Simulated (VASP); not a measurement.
Wanted: the native input for a VASP 6.6.1 run.

```
Task                   : single point
Functional             : PBEsol
Potentials or basis    : VASP PAW PBE potentials, release 64 (B)
Cutoff                 : 520 eV
k mesh                 : 7 × 7 × 7
Occupations            : fermi-dirac, width 0.01 eV
Spin                   : no spin polarisation
Dipole correction      : no
Further INCAR settings : ALGO = Normal; EDIFF = 1e-06; NBANDS = 30
```

The structure of B lies in POSCAR:

```
B
1.0
    2.4380469668      1.4076070726      4.1662067144
   -2.4380469668      1.4076070726      4.1662067144
    0.0000000000     -2.8152141452      4.1662067144
B
12
Direct
    0.0106113856      0.6538341030      0.0106113856
    0.0106113856      0.0106113856      0.6538341030
    0.6538341030      0.0106113856      0.0106113856
    0.9893886144      0.3461658970      0.9893886144
    0.3461658970      0.9893886144      0.9893886144
    0.9893886144      0.9893886144      0.3461658970
    0.2216033354      0.6297818419      0.2216033354
    0.2216033354      0.2216033354      0.6297818419
    0.6297818419      0.2216033354      0.2216033354
    0.7783966646      0.3702181581      0.7783966646
    0.3702181581      0.7783966646      0.7783966646
    0.7783966646      0.7783966646      0.3702181581
```

One way to write it, as run:

INCAR

```
ALGO = Normal ; EDIFF = 1E-6
ENCUT = 520 ; GGA = PS
ISIF = 2 ; ISMEAR = -1
LASPH = T ; LCHARG = T
LELF = T ; LREAL = F
LVHAR = T ; LWAVE = F
NBANDS = 30 ; NELM = 80
PREC = Accurate ; SIGMA = 0.01
```

KPOINTS

```
k-points
0
Gamma
  7 7 7
```

Potentials or basis: VASP PAW PBE potentials, release 64 (B).

Run with:

```console
$ cat potpaw_PBE.64/B/POTCAR > POTCAR
$ mpirun -np 1 vasp_std > vasp.out
```

Results of the run:

| Property | Result |
| --- | --- |
| Pressure | 0.4 GPa |
| Largest force | 0.027 eV/Å |
| Band gap on the k mesh | 1.35 eV, indirect (least direct gap 1.68 eV) |

Caveat: the PAW data sets were made with another functional, which shifts forces and pressure a little.

Wall time 2.1 min on 1 thread of Intel(R) Xeon(R) Platinum 8488C (Sapphire Rapids), on a shared host, peak memory 0.25 GiB.
